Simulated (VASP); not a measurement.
# SbS3 (Fm-3m) in VASP: density of states with PBE

Aim: the density of states of SbS3 with PBE.

Program: VASP 6.6.1. These are calculated values, not measurements. Logs are shortened: lines on timing, memory, paths and dates and some standing lists are left out, and cuts for length are marked.

## 1. The cell of the first run

Symmetry: Fm-3m, No. 225, cubic system. Conventional cell: a = 6.684 Å, b = 6.684 Å, c = 6.684 Å, α = 90.00°, β = 90.00°, γ = 90.00°. Within 3.8 Å of Sb (site symmetry m-3m) lie 14 S at 2.89 to 3.34 Å. S (site symmetry -43m) has 4 Sb at 2.89 Å and 10 S at 2.89 to 3.34 Å within 3.8 Å. Within 3.8 Å of S (site symmetry m-3m) lie 8 S at 2.89 Å and 6 Sb at 3.34 Å.

## 2. Density of states, PBE

POSCAR

```
SbS3
1.0
    0.0000000000      3.3417629565      3.3417629565
    3.3417629565      0.0000000000      3.3417629565
    3.3417629565      3.3417629565      0.0000000000
Sb S
1 3
Direct
    0.0000000000      0.0000000000      0.0000000000
    0.2500000000      0.2500000000      0.2500000000
    0.7500000000      0.7500000000      0.7500000000
    0.5000000000      0.5000000000      0.5000000000
```

INCAR.step1

```
SYSTEM = SbS3
PREC = Accurate ; ENCUT = 520
EDIFF = 1E-6 ; ISMEAR = 0
SIGMA = 0.1 ; LREAL = .False.
LASPH = .True. ; NELM = 80
ALGO = Normal ; ISIF = 2
LWAVE = .False. ; LCHARG = .True.
GGA = PE ; NBANDS = 20
```

KPOINTS.step1

```
regular mesh
0
Gamma
  12 12 12
  0 0 0
```

INCAR.step2

```
SYSTEM = SbS3
PREC = Accurate ; ENCUT = 520
EDIFF = 1E-6 ; ISMEAR = -5
SIGMA = 0.1 ; LREAL = .False.
LASPH = .True. ; NELM = 80
ALGO = Normal ; ISIF = 2
LWAVE = .False. ; LCHARG = .False.
GGA = PE ; LORBIT = 10
NEDOS = 1001 ; ICHARG = 11
```

KPOINTS.step2

```
regular mesh
0
Gamma
  18 18 18
  0 0 0
```

Potentials or basis: VASP PAW PBE potentials, release 64 (Sb, S).

On the command line:

```
$ cat potpaw_PBE.64/Sb/POTCAR potpaw_PBE.64/S/POTCAR > POTCAR
$ cp INCAR.step1 INCAR
$ cp KPOINTS.step1 KPOINTS
$ mpirun -np 1 vasp_std > vasp.out
$ cp INCAR.step2 INCAR
$ cp KPOINTS.step2 KPOINTS
$ mpirun -np 1 vasp_std > vasp.out
```

OUTCAR:

```text
SYSTEM = SbS3
   PREC = Accurate
   ENCUT = 520
   EDIFF = 1E-6
   ISMEAR = -5
   LREAL = .False.
   LASPH = .True.
   NELM = 80
   ISIF = 2
   GGA = PE
   LORBIT = 10
   ICHARG = 11

 ion  position               nearest neighbor table
   1  0.000  0.000  0.000-   3 2.89   3 2.89   3 2.89   2 2.89   3 2.89   2 2.89   2 2.89   2 2.89

   2  0.250  0.250  0.250-   1 2.89   1 2.89   1 2.89   1 2.89
   3  0.750  0.750  0.750-   1 2.89   1 2.89   1 2.89   1 2.89
   4  0.500  0.500  0.500-

  LATTYP: Found a face centered cubic cell.
 ALAT       =     6.6835259130

  Lattice vectors:

 A1 = (   0.0000000000,   3.3417629565,   3.3417629565)
 A2 = (   3.3417629565,   0.0000000000,   3.3417629565)
 A3 = (   3.3417629565,   3.3417629565,   0.0000000000)

Analysis of symmetry for initial positions (statically):
=====================================================================
 Subroutine PRICEL returns:
 Original cell was already a primitive cell.

 Routine SETGRP: Setting up the symmetry group for a
 face centered cubic supercell.

 Subroutine GETGRP returns: Found 48 space group operations
 (whereof 48 operations were pure point group operations)
 out of a pool of 48 trial point group operations.

The static configuration has the point symmetry O_h .

Analysis of symmetry for dynamics (positions and initial velocities):
=====================================================================
 Subroutine PRICEL returns:
 Original cell was already a primitive cell.

 Routine SETGRP: Setting up the symmetry group for a
 face centered cubic supercell.

 Subroutine GETGRP returns: Found 48 space group operations
 (whereof 48 operations were pure point group operations)
 out of a pool of 48 trial point group operations.

The dynamic configuration has the point symmetry O_h .

 Subroutine INISYM returns: Found 48 space group operations
 (whereof 48 operations are pure point group operations),
 and found     1 'primitive' translations

----------------------------------------------------------------------------------------

                                     Primitive cell

  volume of cell :      74.6375

  direct lattice vectors                    reciprocal lattice vectors
     0.000000000  3.341762957  3.341762957    -0.149621624  0.149621624  0.149621624
     3.341762957  0.000000000  3.341762957     0.149621624 -0.149621624  0.149621624
     3.341762957  3.341762957  0.000000000     0.149621624  0.149621624 -0.149621624

  length of vectors
     4.725966495  4.725966495  4.725966495     0.259152254  0.259152254  0.259152254
[... 110 lines left out ...]
  Thomas-Fermi vector in A             =   2.242263
   LORBIT       =     10    0 simple, 1 ext, 2 COOP (PROOUT), +10 PAW based schemes
   GGA     = PE    functional components
   LHFCALC =     F    Hartree Fock is set to
   AEXX    =    0.0000 exact exchange contribution
   IVDW    =     0    specifies the selected vdW correction
   LEPSILON=     F    determine dielectric tensor
   LRPA    =     F    only Hartree local field effects (RPA)
 non-spin polarized calculation
 Fermi weights with tetrahedron method with Bloechl corrections
  energy-cutoff  :      520.00
  volume of cell :       74.64
 maximum number of plane-waves:      2044

 number of electron      22.9999999 magnetization

 Free energy of the ion-electron system (eV)
  ---------------------------------------------------
  ext. energy  EPLUGINS =         0.00000000
  ---------------------------------------------------
  free energy    TOTEN  =       -14.17848613 eV

  energy without entropy =      -14.17848613  energy(sigma->0) =      -14.17848613

 E-fermi :   7.5586     XC(G=0): -10.7798

 val. band max:        7.5914402767   @ k =  -0.3333   0.3889   0.1667
 cond. band min:       7.5233155404   @ k =  -0.2778   0.2778   0.0000
 fundamental gap:     -0.0681247363
 Fermi energy:         7.5586337992

 k-point     1 :       0.0000    0.0000    0.0000
  band No.  band energies     occupation
      1      -7.9034      2.00000
      2      -3.8983      2.00000
      3      -3.0300      2.00000
      4       1.1300      2.00000
      5       3.8161      2.00000
      6       3.8161      2.00000
      7       3.8161      2.00000
      8       4.1270      2.00000
      9       4.1270      2.00000
     10       4.1270      2.00000
     11       4.9824      2.00000
     12       4.9824      2.00000
     13       4.9824      2.00000
     14      11.5402      0.00000
[... 401 lines left out ...]
      2      -4.3190      2.00000
      3      -3.4693      2.00000
      4      -0.1491      2.00000
      5       2.7915      2.00000
      6       3.0701      2.00000
      7       3.4739      2.00000
      8       3.8296      2.00000
      9       4.3969      2.00000
     10       5.6068      2.00000
     11       6.1525      2.00000
     12       6.4639      2.00000
     13       7.6082      0.75949
     14       9.7217      0.00000
     15      10.8316      0.00000

 [... further k-points ...]

------------------------ aborting loop because EDIFF is reached ----------------------------------------

  FORCE on cell =-STRESS in cart. coord.  units (eV):
  Direction    XX          YY          ZZ          XY          YZ          ZX
  --------------------------------------------------------------------------------------
  -------------------------------------------------------------------------------------
  Total       -0.1332689     -0.1332689     -0.1332689      0.0000000      0.0000000      0.0000000
  in kB       -2.8607661     -2.8607661     -2.8607661      0.0000000      0.0000000      0.0000000
  external PRESSURE =      -2.8607661 kB  Pullay stress =       0.0000000 kB

 VOLUME and BASIS-vectors are now :
 -----------------------------------------------------------------------------
  energy-cutoff  :      520.00
  volume of cell :       74.64
      direct lattice vectors                 reciprocal lattice vectors
     0.000000000  3.341762957  3.341762957    -0.149621624  0.149621624  0.149621624
     3.341762957  0.000000000  3.341762957     0.149621624 -0.149621624  0.149621624
     3.341762957  3.341762957  0.000000000     0.149621624  0.149621624 -0.149621624

 POSITION                                       TOTAL-FORCE (eV/Angst)
 -----------------------------------------------------------------------------------
      0.00000      0.00000      0.00000         0.000000      0.000000      0.000000
      1.67088      1.67088      1.67088        -0.000000      0.000000      0.000000
      5.01264      5.01264      5.01264         0.000000     -0.000000     -0.000000
      3.34176      3.34176      3.34176         0.000000     -0.000000      0.000000
 -----------------------------------------------------------------------------------
    total drift:                                0.000000      0.000000      0.000000

  FREE ENERGIE OF THE ION-ELECTRON SYSTEM (eV)
  ---------------------------------------------------
  free  energy   TOTEN  =       -14.1784861263 eV

  energy  without entropy=      -14.1784861263  energy(sigma->0) =      -14.17848613

 total charge

# of ion       s       p       d       tot
------------------------------------------
    1        1.301   0.832   0.064   2.198
    2        1.403   2.166   0.000   3.569
    3        1.403   2.166   0.000   3.569
    4        1.423   2.088   0.000   3.512
--------------------------------------------------
tot          5.531   7.253   0.064  12.847
```

Wall time 95 s (1 thread of Intel Xeon Platinum 8488C (Sapphire Rapids), shared host); peak memory 0.34 GiB.

Results:

```
Valence electrons inside the program's atomic spheres : Sb 2.20; S 3.57, 3.51
```

Caveat: spin-orbit coupling is left out, which moves the levels of the heavy elements; tetrahedron occupations give inexact forces and stress in metals.
